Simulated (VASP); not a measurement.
**C: single point with r2SCAN**

C:

```
C
1.0
     0.00000    2.05091    1.78340
     1.51589    0.00000    1.78340
     1.51589    2.05091    0.00000
C
2
Direct
  0.50000 0.50000 0.50000
  0.75000 0.75000 0.75000
```

This cell differs from its parent crystal: strain -0.1500 x Voigt [1, -1, 0, 0, 0, 0].

```yaml
Program: VASP 6.6.1
Task: single point
Functional: r2SCAN
Potentials_or_basis: VASP PAW PBE potentials, release 64 (C_h)
Cutoff: 910 eV
k_mesh: 12 × 12 × 12
Occupations: gaussian, width 0.05 eV
Spin: no spin polarisation
```

```json
{"Pressure": "10.0 GPa", "Band gap on the k mesh": "zero (bands 4 and 5 overlap by 1.32 eV)"}
```

Stress tensor (GPa, compression positive):
```
 133.52    0.00    0.00
   0.00 -153.81    0.00
   0.00    0.00   50.19
```

Levels at points of the mesh, in eV from the Fermi level:
```tsv
k point	band 1	band 2	band 3	band 4	band 5	band 6	band 7	band 8
(0.00, 0.00, 0.00)	-24.34	-4.13	-0.71	0.77	3.24	5.37	7.21	10.93
(0.50, 0.00, 0.00)	-17.97	-15.44	-6.63	-2.03	2.82	7.49	12.04	15.81
(0.50, 0.50, 0.00)	-15.06	-15.06	-7.38	-7.38	4.55	4.55	13.10	13.10
(0.50, 0.00, 0.50)	-17.23	-17.23	-5.32	-5.32	7.84	7.84	14.60	14.60
(0.00, 0.50, 0.50)	-12.32	-12.32	-10.09	-10.09	0.32	0.32	16.13	16.13
```

It took 5.2 min on 1 thread of Intel(R) Xeon(R) Platinum 8259CL CPU @ 2.50GHz (Skylake/Cascade Lake), on a shared host, peak memory 0.19 GiB.

Caveat: the cell differs from its parent crystal (strain -0.1500 x Voigt [1, -1, 0, 0, 0, 0]); the cutoff is under 1.25 times the usual one of these potentials, so pressure, stress and relaxed cells hold a basis-set (Pulay) error; the cell stands under pressure; the PAW data sets were made with another functional, which shifts forces and pressure a little.
